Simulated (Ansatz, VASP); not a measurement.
# Ge8Sb15Te32 in VASP and in Ansatz

```
CELL_PARAMETERS angstrom
12.23830 0.00000 0.00000
0.00000 12.23830 0.00000
-6.11915 -6.11915 12.10283
ATOMIC_POSITIONS crystal
Ge 0.92530 0.97225 0.97952
Ge 0.03539 0.01384 0.52221
Ge 0.52800 0.98366 0.45178
Ge 0.50188 0.00026 0.01883
Ge 0.06164 0.61698 0.62585
Ge 0.03947 0.50856 0.96548
Ge 0.52747 0.48426 0.98068
Ge 0.42235 0.51519 0.51410
Sb 0.26599 0.28772 0.00170
Sb 0.77504 0.27583 0.97938
Sb 0.76589 0.26737 0.47272
Sb 0.16637 0.80007 0.92432
Sb 0.22657 0.75300 0.47860
Sb 0.76819 0.78209 0.51370
Sb 0.64027 0.71340 0.87231
Sb 0.38581 0.11569 0.20654
Sb 0.45169 0.12482 0.76051
Sb 0.94963 0.13714 0.77512
Sb 0.88244 0.02325 0.23974
Sb 0.36438 0.61931 0.77744
Sb 0.41044 0.59004 0.28967
Sb 0.84885 0.57964 0.28168
Sb 0.85849 0.64176 0.73166
Te 0.03193 0.31892 0.02582
Te 0.99374 0.21609 0.46162
Te 0.47350 0.19194 0.44242
Te 0.50830 0.25124 0.09572
Te 0.02653 0.83932 0.61160
Te 0.94439 0.74414 0.96740
Te 0.55689 0.72950 0.03405
Te 0.48355 0.75377 0.56636
Te 0.04703 0.12668 0.19405
Te 0.17002 0.21054 0.76841
Te 0.63006 0.09511 0.67848
Te 0.63782 0.07027 0.25581
Te 0.13289 0.52012 0.78704
Te 0.21576 0.71836 0.27187
Te 0.64649 0.70279 0.26923
Te 0.63370 0.48272 0.67631
Te 0.20974 0.49602 0.53027
Te 0.30171 0.54845 0.05655
Te 0.77745 0.52948 0.04984
Te 0.83277 0.49793 0.45612
Te 0.13765 0.05073 0.98014
Te 0.27169 0.01360 0.53813
Te 0.78661 0.02816 0.53205
Te 0.64827 0.97111 0.91592
Te 0.45111 0.36118 0.75542
Te 0.29360 0.38110 0.28477
Te 0.81235 0.31608 0.18901
Te 0.88686 0.35597 0.74110
Te 0.33520 0.85105 0.14224
Te 0.30303 0.85728 0.80995
Te 0.77967 0.87340 0.73917
Te 0.97903 0.83934 0.30468
```

Alike in both runs: task single point; functional PBE; k mesh 1 × 1 × 1; occupations gaussian, width 0.05 eV; collinear spin.

|  | VASP | Ansatz |
| --- | --- | --- |
| version | VASP 6.6.1 | Ansatz 0.2.0 |
| potentials or method | VASP PAW PBE potentials, release 64 (Ge_d, Sb, Te), cutoff 410 eV | scalar-relativistic, plane waves, PAW |
| valence electrons in the cell | 379 | 849 |

```tsv
	VASP	Ansatz	Ansatz less VASP
rms of the force components (eV/Å)	0.023	0.021	-0.0021
net moment per atom (μB)	0.00	0.00	0.000
```

Atom by atom the forces differ by 0.012 eV/Å (rms over components). VASP's potentials hold 379 valence electrons a cell and Ansatz's 849, so a difference there can come from the potentials and not from the codes. Ansatz's warnings: stability check not made.

Spin-orbit coupling is off throughout.
